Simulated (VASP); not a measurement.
# AlN: single point with r2SCAN

AlN:

```
Al N
1.0
     0.00000    2.16837    2.16837
     2.16837    0.00000    2.16837
     2.16837    2.16837    0.00000
Al N
1 1
Direct
  0.00000 0.00000 0.00000
  0.75000 0.75000 0.75000
```

```
Program                : VASP 6.6.1
Task                   : single point
Functional             : r2SCAN
Potentials or basis    : VASP PAW PBE potentials, release 64 (Al, N)
Cutoff                 : 520 eV
k mesh                 : 8 × 8 × 8
Occupations            : gaussian, width 0.01 eV
Spin                   : no spin polarisation
Dipole correction      : no
Further INCAR settings : ALGO = Normal; EDIFF = 1e-06; NBANDS = 11
```

```yaml
Pressure: 4.6 GPa
Band_gap_on_the_k_mesh: 3.95 eV, indirect (least direct gap 5.10 eV)
```

Levels at points of the mesh, in eV from the valence-band top:
```tsv
k point	band 1	band 2	band 3	band 4	band 5	band 6	band 7	band 8	band 9
(0.00, 0.00, 0.00)	-15.87	0.00	0.00	0.00	5.10	13.74	13.74	13.74	18.71
(0.50, 0.00, 0.00)	-13.79	-5.99	-0.49	-0.49	8.42	10.98	12.09	12.09	19.63
(0.50, 0.50, 0.00)	-13.14	-5.02	-1.83	-1.83	3.95	9.62	15.52	17.24	17.24
```

Run time: 53 s on 1 thread of AMD EPYC 7R43 64-Core Processor (Zen 3) (shared host), peak memory 0.1 GiB.

Caveat: the PAW data sets were made with another functional, which shifts forces and pressure a little. A k mesh can miss the band edges.
